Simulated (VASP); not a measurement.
Input of a VASP 6.6.1 run:

The input INCAR:

```
PREC = Accurate
ENCUT = 520
EDIFF = 1E-8
ISMEAR = 0
SIGMA = 0.01
LREAL = F
LASPH = T
NELM = 100
ALGO = Normal
ISIF = 2
LWAVE = F
LCHARG = T
GGA = PE
IBRION = 8
NSW = 1
LEPSILON = T
```

The input KPOINTS:

```
regular mesh
0
Gamma
  12 12 12
```

POSCAR

```
BN
1.0
    0.0000000000      1.8013883605      1.8013883605
    1.8013883605      0.0000000000      1.8013883605
    1.8013883605      1.8013883605      0.0000000000
B N
1 1
Direct
    0.0000000000      0.0000000000      0.0000000000
    0.7500000000      0.7500000000      0.7500000000
```

Potentials or basis: VASP PAW PBE potentials, release 64 (B, N).

Run with:

```bash
$ cat potpaw_PBE.64/B/POTCAR potpaw_PBE.64/N/POTCAR > POTCAR
$ mpirun -np 1 vasp_std > vasp.out
```

(1) Predict the electronic dielectric tensor (diagonal).

(2) Estimate the Born charges (mean of the diagonal).

(3) Estimate the highest phonon frequency at Γ, LO-TO splitting left out.

Answers

(1) 4.60.

(2) B +1.90; N -1.90 e.

(3) 1052 cm⁻¹.

Caveat: the cell wasn't relaxed at this level first, which shifts response properties.
